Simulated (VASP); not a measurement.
# Mo (I4/mmm) in VASP: further runs

Runs on Mo. Level: LDA. Tasks: single point.

Everything below comes from runs of VASP 6.6.1. Logs are shortened: lines on timing, memory, paths and dates and some standing lists are left out, and cuts for length are marked.

## Step 1: The cell of the first run

The structure is tetragonal, space group I4/mmm (No. 139). The conventional cell has a = 2.879 Å, b = 2.879 Å, c = 3.743 Å, α = 90.00°, β = 90.00°, γ = 90.00°. Mo (site symmetry 4/mmm) has 14 Mo at 2.77 to 3.74 Å within 3.8 Å.

## Step 2: Single point, LDA

INCAR reads:

```
SYSTEM = Mo
ALGO = Fast
EDIFF = 1E-7
ENCUT = 520
GGA = CA
ISIF = 2
ISMEAR = 0
LASPH = .TRUE.
LCHARG = .FALSE.
LREAL = .FALSE.
LWAVE = .FALSE.
NBANDS = 13
NELM = 60
PREC = Accurate
SIGMA = 0.15
```

KPOINTS reads:

```
k-points
0
G
  24 24 24
  0 0 0
```

POSCAR reads:

```
Mo
1.0
   -1.4394449738      1.4394449738      1.8712784660
    1.4394449738     -1.4394449738      1.8712784660
    1.4394449738      1.4394449738     -1.8712784660
Mo
1
Direct
    0.0000000000      0.0000000000      0.0000000000
```

Potentials or basis: VASP PAW LDA potentials, release 64 (Mo_sv).

The run is started by

```
cat potpaw_LDA.64/Mo_sv/POTCAR > POTCAR
mpirun -np 1 vasp_std > vasp.out
```

OUTCAR:

```text
SYSTEM = Mo
   EDIFF = 1E-7
   ENCUT = 520
   GGA = CA
   ISIF = 2
   ISMEAR = 0
   LASPH = .TRUE.
   LREAL = .FALSE.
   NELM = 60
   PREC = Accurate

 ion  position               nearest neighbor table
   1  0.000  0.000  0.000-

  LATTYP: Found a body centered tetragonal cell.
 ALAT       =     2.8788899476
 C/A-ratio  =     1.3000000000

  Lattice vectors:

 A1 = (  -1.4394449738,   1.4394449738,   1.8712784660)
 A2 = (   1.4394449738,  -1.4394449738,   1.8712784660)
 A3 = (   1.4394449738,   1.4394449738,  -1.8712784660)

Analysis of symmetry for initial positions (statically):
=====================================================================
 Subroutine PRICEL returns:
 Original cell was already a primitive cell.

 Routine SETGRP: Setting up the symmetry group for a
 body centered tetragonal supercell.

 Subroutine GETGRP returns: Found 16 space group operations
 (whereof 16 operations were pure point group operations)
 out of a pool of 16 trial point group operations.

The static configuration has the point symmetry D_4h.

Analysis of symmetry for dynamics (positions and initial velocities):
=====================================================================
 Subroutine PRICEL returns:
 Original cell was already a primitive cell.

 Routine SETGRP: Setting up the symmetry group for a
 body centered tetragonal supercell.

 Subroutine GETGRP returns: Found 16 space group operations
 (whereof 16 operations were pure point group operations)
 out of a pool of 16 trial point group operations.

The dynamic configuration has the point symmetry D_4h.

 Subroutine INISYM returns: Found 16 space group operations
 (whereof 16 operations are pure point group operations),
 and found     1 'primitive' translations

----------------------------------------------------------------------------------------

                                     Primitive cell

  volume of cell :      15.5092

  direct lattice vectors                    reciprocal lattice vectors
    -1.439444974  1.439444974  1.871278466     0.000000000  0.347356105  0.267197004
     1.439444974 -1.439444974  1.871278466     0.347356105  0.000000000  0.267197004
     1.439444974  1.439444974 -1.871278466     0.347356105  0.347356105  0.000000000

  length of vectors
     2.765083500  2.765083500  2.765083500     0.438235671  0.438235671  0.491235715

  position of ions in fractional coordinates (direct lattice)
     0.000000000  0.000000000  0.000000000

  ion indices of the primitive-cell ions
   primitive index   ion index
                 1           1

----------------------------------------------------------------------------------------

 KPOINTS: k-points

Automatic generation of k-mesh.
 Grid dimensions read from file:
 generate k-points for:   24   24   24

 Generating k-lattice:

  Cartesian coordinates                     Fractional coordinates (reciprocal lattice)
     0.000000000  0.014473171  0.011133209     0.041666667  0.000000000  0.000000000
     0.014473171  0.000000000  0.011133209     0.000000000  0.041666667  0.000000000
     0.014473171  0.014473171  0.000000000     0.000000000  0.000000000  0.041666667

  Length of vectors
     0.018259820  0.018259820  0.020468155

  Shift w.r.t. Gamma in fractional coordinates (k-lattice)
     0.000000000  0.000000000  0.000000000

 Subroutine IBZKPT returns following result:
 ===========================================

 Found   1063 irreducible k-points:

 Following reciprocal coordinates:
            Coordinates               Weight
  0.000000  0.000000  0.000000      1.000000
  0.041667  0.000000  0.000000      8.000000
  0.083333  0.000000  0.000000      8.000000
  0.125000  0.000000  0.000000      8.000000
  0.166667  0.000000  0.000000      8.000000
  0.208333  0.000000 -0.000000      8.000000
[... 16 lines left out ...]
  0.416667  0.041667  0.000000     16.000000
  0.458333  0.041667  0.000000     16.000000
 [... further k-points ...]
   k-points           NKPTS =   1063   k-points in BZ     NKDIM =   1063   number of bands    NBANDS=     13
   number of dos      NEDOS =    301   number of ions     NIONS =      1
   total plane-waves  NPLWV =  13824
   dimension x,y,z NGX =    24 NGY =   24 NGZ =   24
   dimension x,y,z NGXF=    48 NGYF=   48 NGZF=   48
   ions per type =               1
   NGX,Y,Z   is equivalent  to a cutoff of  14.43, 14.43, 14.43 a.u.
   NGXF,Y,Z  is equivalent  to a cutoff of  28.86, 28.86, 28.86 a.u.
 SYSTEM =  Mo
   PREC   = accura    normal or accurate (medium, high low for compatibility)
   ISTART =      0    job   : 0-new  1-cont  2-samecut
   ICHARG =      2    charge: 1-file 2-atom 10-const
   ISPIN  =      1    spin polarized calculation?
   LNONCOLLINEAR =      F non collinear calculations
   LSORBIT =      F    spin-orbit coupling
   LASPH  =      T    aspherical Exc in radial PAW
   ENCUT  =  520.0 eV  38.22 Ry    6.18 a.u.   5.14  5.14  5.14*2*pi/ulx,y,z
   NELM   =     60;   NELMIN=  2; NELMDL= -5     # of ELM steps
   EDIFF  = 0.1E-06   stopping-criterion for ELM
   LREAL  =      F    real-space projection
   EDIFFG = 0.1E-05   stopping-criterion for IOM
   NSW    =      0    number of steps for IOM
   IBRION =     -1    ionic relax: 0-MD 1-quasi-New 2-CG
   NFREE  =      0    steps in history (QN), initial steepest desc. (CG)
   ISIF   =      2    stress and relaxation
   ISYM   =      2    0-nonsym 1-usesym 2-fastsym
   POTIM  = 0.5000    time-step for ionic-motion
   TEBEG  =    0.0;   TEEND  =   0.0 temperature during run
   PSTRESS=    0.0 pullay stress
   NELECT =      14.0000    total number of electrons
   NUPDOWN=      -1.0000    fix difference up-down
   EMIN   =  10.00;   EMAX   =-10.00  energy-range for DOS
   EFERMI =   0.00;   METHOD = LEGACY
   ISMEAR =     0;   SIGMA  =   0.15  broadening in eV -4-tet -1-fermi 0-gaus
   EFERMI_NEDOS =   21; number of points for ismear=-14 and -15
   IALGO  =     68    algorithm
   IMIX   =      4    mixing-type and parameters
     AMIX     =   0.40;   BMIX     =  1.00
     AMIX_MAG =   1.60;   BMIX_MAG =  1.00
  volume/ion in A,a.u.               =      15.51       104.66
  Fermi-wavevector in a.u.,A,eV,Ry     =   1.582176  2.989878 34.059184  2.503279
  Thomas-Fermi vector in A             =   2.682139
   LORBIT       =      0    0 simple, 1 ext, 2 COOP (PROOUT), +10 PAW based schemes
   GGA     = CA    functional components
   LHFCALC =     F    Hartree Fock is set to
   AEXX    =    0.0000 exact exchange contribution
   IVDW    =     0    specifies the selected vdW correction
   LEPSILON=     F    determine dielectric tensor
   LRPA    =     F    only Hartree local field effects (RPA)
 non-spin polarized calculation
 RMM-DIIS sequential band-by-band and
 Gauss-broadening in eV      SIGMA  =   0.15
  energy-cutoff  :      520.00
  volume of cell :       15.51
 maximum number of plane-waves:       435
 NGX is ok and might be reduce to    24
   NGX = 11   NGY = 11   NGZ = 11

 number of electron      13.9999998 magnetization

 Free energy of the ion-electron system (eV)
  ---------------------------------------------------
  ext. energy  EPLUGINS =         0.00000000
  ---------------------------------------------------
  free energy    TOTEN  =       -11.75249188 eV

  energy without entropy =      -11.73833243  energy(sigma->0) =      -11.74541216

 E-fermi :  12.2881     XC(G=0): -13.6335

 val. band max:       12.2871384078   @ k =  -0.1667   0.2917   0.0833
 cond. band min:      12.2890141713   @ k =  -0.2917   0.0417  -0.0000
 fundamental gap:      0.0018757635
 Fermi energy:        12.2880919669

 k-point     1 :       0.0000    0.0000    0.0000
  band No.  band energies     occupation
      1     -48.2225      2.00000
      2     -21.6748      2.00000
      3     -21.6748      2.00000
      4     -21.6328      2.00000
      5       5.3411      2.00000
      6      11.0994      2.00000
      7      11.0994      2.00000
      8      12.0842      1.94546
      9      13.4319      0.00000
     10      14.7450      0.00000
     11      25.4076      0.00000
     12      29.7090      0.00000
     13      29.7090      0.00000

 k-point     2 :       0.0417    0.0000    0.0000
  band No.  band energies     occupation
      1     -48.2181      2.00000
      2     -21.6948      2.00000
      3     -21.6796      2.00000
      4     -21.6416      2.00000
      5       5.4158      2.00000
      6      11.0861      2.00000
      7      11.1324      2.00000
      8      12.0775      1.95286
      9      13.4145      0.00000
     10      14.7073      0.00000
     11      25.5523      0.00000
     12      29.6223      0.00000
     13      29.8383      0.00000

 k-point     3 :       0.0833    0.0000    0.0000
  band No.  band energies     occupation
      1     -48.2051      2.00000
      2     -21.7673      2.00000
      3     -21.6935      2.00000
      4     -21.6530      2.00000
      5       5.6336      2.00000
      6      11.0324      2.00000
      7      11.2206      2.00000
      8      12.0804      1.94980
      9      13.3775      0.00000
     10      14.6056      0.00000
     11      25.9626      0.00000
     12      29.2777      0.00000
     13      30.2196      0.00000

 k-point     4 :       0.1250    0.0000    0.0000
  band No.  band energies     occupation
      1     -48.1844      2.00000
      2     -21.8889      2.00000
      3     -21.7156      2.00000
      4     -21.6636      2.00000
      5       5.9750      2.00000
      6      10.9241      2.00000
      7      11.3286      2.00000
      8      12.1300      1.86388
      9      13.3666      0.00000
     10      14.4723      0.00000
     11      26.5543      0.00000
     12      28.6762      0.00000
     13      30.8354      0.00000

 k-point     5 :       0.1667    0.0000    0.0000
  band No.  band energies     occupation
      1     -48.1574      2.00000
      2     -22.0469      2.00000
      3     -21.7443      2.00000
      4     -21.6757      2.00000
      5       6.4021      2.00000
      6      10.7938      2.00000
      7      11.3980      2.00000
      8      12.2216      1.46935
      9      13.4528      0.00000
     10      14.3585      0.00000
     11      27.0164      0.00000
     12      28.1976      0.00000
     13      31.6600      0.00000
[... 257 lines left out ...]
 k-point    22 :       0.3750    0.0417   -0.0000
  band No.  band energies     occupation
      1     -47.9857      2.00000
      2     -22.9689      2.00000
      3     -21.9348      2.00000
      4     -21.7466      2.00000
      5       7.5361      2.00000
      6      10.7518      2.00000
      7      11.9926      1.99466
      8      12.5800      0.00592
      9      15.3666      0.00000
     10      16.2721      0.00000
     11      24.2610      0.00000
     12      26.6041      0.00000
     13      32.1992      0.00000

 k-point    23 :       0.4167    0.0417    0.0000
  band No.  band energies     occupation
      1     -47.9673      2.00000
      2     -23.0631      2.00000
      3     -21.9514      2.00000
      4     -21.7567      2.00000
      5       7.4777      2.00000
      6      10.6471      2.00000
      7      11.8967      1.99978
      8      13.2041      0.00000
      9      15.7295      0.00000
     10      16.6737      0.00000
     11      23.9512      0.00000
     12      25.7205      0.00000
     13      31.4671      0.00000

 k-point    24 :       0.4583    0.0417    0.0000
  band No.  band energies     occupation
      1     -47.9571      2.00000
      2     -23.1144      2.00000
      3     -21.9594      2.00000
      4     -21.7636      2.00000
      5       7.4394      2.00000
      6      10.5865      2.00000
      7      11.8346      1.99998
      8      13.6155      0.00000
      9      15.9719      0.00000
     10      16.8826      0.00000
     11      23.7554      0.00000
     12      25.1940      0.00000
     13      31.0992      0.00000

 [... further k-points ...]

------------------------ aborting loop because EDIFF is reached ----------------------------------------

  FORCE on cell =-STRESS in cart. coord.  units (eV):
  Direction    XX          YY          ZZ          XY          YZ          ZX
  --------------------------------------------------------------------------------------
  -------------------------------------------------------------------------------------
  Total        0.2246095      0.2246095     -1.3892185      0.0000000     -0.0000000      0.0000000
  in kB       23.2033180     23.2033180   -143.5134486      0.0000000     -0.0000000      0.0000000
  external PRESSURE =     -32.3689375 kB  Pullay stress =       0.0000000 kB

 VOLUME and BASIS-vectors are now :
 -----------------------------------------------------------------------------
  energy-cutoff  :      520.00
  volume of cell :       15.51
      direct lattice vectors                 reciprocal lattice vectors
    -1.439444974  1.439444974  1.871278466     0.000000000  0.347356105  0.267197004
     1.439444974 -1.439444974  1.871278466     0.347356105  0.000000000  0.267197004
     1.439444974  1.439444974 -1.871278466     0.347356105  0.347356105  0.000000000

 POSITION                                       TOTAL-FORCE (eV/Angst)
 -----------------------------------------------------------------------------------
      0.00000      0.00000      0.00000        -0.000000     -0.000000      0.000000
 -----------------------------------------------------------------------------------
    total drift:                                0.000000      0.000000      0.000000

  FREE ENERGIE OF THE ION-ELECTRON SYSTEM (eV)
  ---------------------------------------------------
  free  energy   TOTEN  =       -11.7524918792 eV

  energy  without entropy=      -11.7383324340  energy(sigma->0) =      -11.74541216
```

Wall time 6.8 min (1 thread of Intel Xeon 8259CL, shared host); peak memory 0.3 GiB.

What came out:

- Free energy: -11.7525 eV
- Pressure: -3.2 GPa
- Band gap on the k mesh: zero (bands 7 and 8 overlap by 4.79 eV)

Caveat: the stress differs along the axes, from -14 to 2 GPa.

(Continued in part 2 of 3.)
